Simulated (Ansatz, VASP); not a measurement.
## One calculation of Mo, two programs

```
CELL_PARAMETERS angstrom
0.00000 2.01500 2.03515
2.01500 0.00000 2.03515
2.01500 2.01500 0.00000
ATOMIC_POSITIONS crystal
Mo 0.00000 0.00000 0.00000
```

Change from the starting cell: strain +0.0100 x Voigt [0, 0, 1, 0, 0, 0], atoms carried along.

Alike in both runs: task single point; functional PBE; k mesh 20 × 20 × 20; occupations gaussian, width 0.15 eV; no spin polarisation.

|  | VASP | Ansatz |
| --- | --- | --- |
| version | VASP 6.6.1 | Ansatz 0.2.0 |
| potentials or method | VASP PAW PBE potentials, release 64 (Mo_sv), cutoff 520 eV | scalar-relativistic, plane waves, PAW |
| valence electrons in the cell | 14 | 14 |

Ansatz gave:

* gap on the k mesh at the Fermi level (eV): none
* pressure (GPa): -6.8
* traceless stress, the component that is largest in VASP (GPa): 1.30

**Question.** Which values does VASP return?

**Answer.** gap on the k mesh at the Fermi level (eV): none; pressure (GPa): -6.4; traceless stress, the component that is largest in VASP (GPa): 1.30.

A gap of «none» marks a metal or a gap that the smearing closes. The functional is the same, so the differences come from potentials, cutoffs and numerics.
